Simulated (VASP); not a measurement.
ZnO:

```xyz
2
Lattice="2.8724 0.0000 0.0000 0.0000 2.8724 0.0000 0.0000 0.0000 2.8724" Properties=species:S:1:pos:R:3 pbc="T T T"
Zn    0.0000    0.0000    0.0000
O     1.4362    1.4362    1.4362
```

```yaml
Program: VASP 6.6.1
Task: relaxation of cell and atoms
Functional: PBEsol
Potentials_or_basis: VASP PAW PBE potentials, release 64 (Zn, O)
Cutoff: 600 eV
k_mesh: 8 × 8 × 8
Occupations: fermi-dirac, width 0.03 eV
Spin: no spin polarisation
```

At the start: pressure -25.7 GPa; volume 11.85 Å³/atom.

Task: How do energy, volume and symmetry change on relaxing?

Result: Over 3 steps the energy falls by 257.6 meV/atom and the volume is 9.28 Å³/atom (-21.7 %); space group Pm-3m (No. 221, to 0.05 Å).

Step by step:
```tsv
step	energy change (eV)	largest force (eV/Å)	pressure (GPa)	volume (Å³)
1	0.0000	0.0000	-25.68	23.70
2	-0.4924	0.0000	9.05	17.76
3	-0.5151	0.0000	0.07	18.57
```

Final structure:
```
Zn O
1.0
     2.64796    0.00000    0.00000
     0.00000    2.64796    0.00000
     0.00000    0.00000    2.64796
Zn O
1 1
Direct
  0.00000 0.00000 0.00000
  0.50000 0.50000 0.50000
```

Caveat: the volume moved by over 15 % at a fixed basis, so the end points are rough; the PAW data sets were made with another functional, which shifts forces and pressure a little.
